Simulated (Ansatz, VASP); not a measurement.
**One calculation of C, two programs**

The input POSCAR:

```
C
1.0
    0.0000000000      2.1264707522      3.5220793349
    1.2283941545      0.0000000000      3.5220793349
    1.2283941545      2.1264707522      0.0000000000
C
2
Direct
    0.1666660437      0.8333339563      0.1666660437
    0.8333339563      0.1666660437      0.8333339563
```

Contents of INCAR.step1:

```
PREC     = Accurate       # precision mode
ENCUT    = 600            # plane-wave cutoff, eV
ISMEAR   = 0              # smearing method
SIGMA    = 0.1            # smearing width, eV
LREAL    = F              # projectors in reciprocal space
LASPH    = T              # aspherical terms in the spheres
NELM     = 100            # most SCF steps
GGA      = PE             # functional
ALGO     = Normal         # electronic algorithm
EDIFF    = 1E-4           # SCF threshold, eV
LWAVE    = T              # write WAVECAR
LCHARG   = F              # write CHGCAR
```

File INCAR.step2:

```
PREC     = Accurate       # precision mode
ENCUT    = 600            # plane-wave cutoff, eV
EDIFF    = 1E-6           # SCF threshold, eV
ISMEAR   = 0              # smearing method
SIGMA    = 0.1            # smearing width, eV
LREAL    = F              # projectors in reciprocal space
LASPH    = T              # aspherical terms in the spheres
NELM     = 100            # most SCF steps
ALGO     = Normal         # electronic algorithm
ISIF     = 3              # what is computed and relaxed
LWAVE    = F              # write WAVECAR
LCHARG   = F              # write CHGCAR
METAGGA  = R2SCAN         # meta-GGA
LMIXTAU  = T            
IBRION   = 2              # ionic algorithm
NSW      = 90             # ionic steps
EDIFFG   = -0.02          # ionic threshold
ISTART   = 1
```

The input KPOINTS:

```
regular mesh
0
Gamma
  18 18 18
```

Input for Ansatz:

```yaml
crystal:
  lattice:
    - [0.0, 2.1264707522, 3.5220793349]
    - [1.2283941545, 0.0, 3.5220793349]
    - [1.2283941545, 2.1264707522, 0.0]
  atoms:
    - { symbol: C, position: [0.1666660437, 0.8333339563, 0.1666660437] }
    - { symbol: C, position: [0.8333339563, 0.1666660437, 0.8333339563] }
basis:
  ecutwfc: 500
kpoints:
  mp_grid: { grid: [18, 18, 18] }
hamiltonian:
  xc: r2scan
scf:
  occupations: { method: gaussian, width: 0.1 }
output:
  forces: true
  stress: true
  eigenvalues: true
relax:
  adjacent_minimum: "off"
  f_tol: 0.02
  max_steps: 70
  cell: { stress_tol: 0.1 }
```

Alike in both runs: task relaxation of cell and atoms; functional r2SCAN; k mesh 18 × 18 × 18; occupations gaussian, width 0.1 eV; no spin polarisation.

|  | VASP | Ansatz |
| --- | --- | --- |
| version | VASP 6.6.1 | Ansatz 0.2.0 |
| potentials or method | VASP PAW PBE potentials, release 64 (C), cutoff 600 eV | scalar-relativistic, plane waves, PAW |
| valence electrons in the cell | 8 | 8 |

VASP gave:

```
gap on the k mesh at the Fermi level, each at its own relaxed structure (eV)  : 0.06
relaxed volume (Å³/atom)                                                      : 9.20
relaxed length of the cell vector where the two differ most in proportion (Å) : 3.730
```

**Question.** Estimate Ansatz's values.

**Answer.** gap on the k mesh at the Fermi level, each at its own relaxed structure (eV): 0.06; relaxed volume (Å³/atom): 9.27; relaxed length of the cell vector where the two differ most in proportion (Å): 3.758.

VASP's potentials were made for PBE, not for r2SCAN.
